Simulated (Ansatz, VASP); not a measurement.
Ga4Sb3P: VASP beside Ansatz

```
P Sb Ga
1.0
     6.92475    0.00000   -0.00348
     0.00000    4.20459    0.00000
    -0.00370    0.00000    7.28243
P Sb Ga
1 3 4
Direct
  0.99741 0.00000 0.33160
  0.00350 0.50000 0.83354
  0.49749 0.50000 0.17625
  0.50434 0.00000 0.65930
  0.34296 0.00000 0.33413
  0.38386 0.50000 0.83549
  0.88429 0.50000 0.18652
  0.88616 0.00000 0.64316
```

Alike in both runs: task single point; functional PBE; k mesh 4 × 6 × 4; occupations fermi-dirac, width 0.02 eV; no spin polarisation.

```csv
,VASP,Ansatz
version,VASP 6.6.1,Ansatz 0.2.0
potentials or method,"VASP PAW PBE potentials, release 64 (P, Sb, Ga_d)","plane waves, PAW"
plane-wave cutoff (eV),520,420
valence electrons in the cell,72,102
```

VASP gave:

| Item | Value |
| --- | --- |
| pressure (GPa) | 2.1 |
| rms of the force components (eV/Å) | 0.026 |

Question: What did Ansatz give for the same quantities?

Answer: Pressure (GPa): 2.0; rms of the force components (eV/Å): 0.024.

Atom by atom the forces differ by 0.003 eV/Å (rms over components). With one functional, cell and mesh, what is left measures potentials, basis and numerics. VASP's potentials hold 72 valence electrons a cell and Ansatz's 102, so a difference there can come from the potentials and not from the codes.

Neither program's run includes spin-orbit coupling.
